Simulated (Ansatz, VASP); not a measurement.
## FePt: VASP beside Ansatz

```xyz
2
Lattice="2.7235 0.0000 0.0000 0.0000 2.7235 0.0000 0.0000 0.0000 3.7200" Properties=species:S:1:pos:R:3 pbc="T T T"
Pt    1.3618    1.3618    1.8600
Fe    0.0000    0.0000    0.0000
```

Alike in both runs: task single point; functional PBE; k mesh 8 × 8 × 6; occupations fermi-dirac, width 0.05 eV; collinear spin; fixed moment 4.5 μB.

|  | VASP | Ansatz |
| --- | --- | --- |
| version | VASP 6.6.1 | Ansatz 0.2.0 |
| potentials or method | VASP PAW PBE potentials, release 64 (Pt, Fe) | Ansatz PAW |
| plane-wave cutoff (eV) | 520 | 420 |
| valence electrons in the cell | 18 | 34 |

Ansatz gave:

* pressure (GPa): 16.2
* traceless stress, the component that is largest in VASP (GPa): -5.34
* net moment per atom (μB): 2.25
* size of the moment on the site where the two differ most (μB): 0.83

Task: What did VASP give for the same quantities?

Result: Pressure (GPa): 15.4; traceless stress, the component that is largest in VASP (GPa): -5.11; net moment per atom (μB): 2.25; size of the moment on the site where the two differ most (μB): 0.87.

Site moments also hang on the region over which each program counts them. The functional is the same, so the differences come from potentials, cutoffs and numerics. VASP's potentials hold 18 valence electrons a cell and Ansatz's 34, so a difference there can come from the potentials and not from the codes.

Spin-orbit coupling is off throughout.
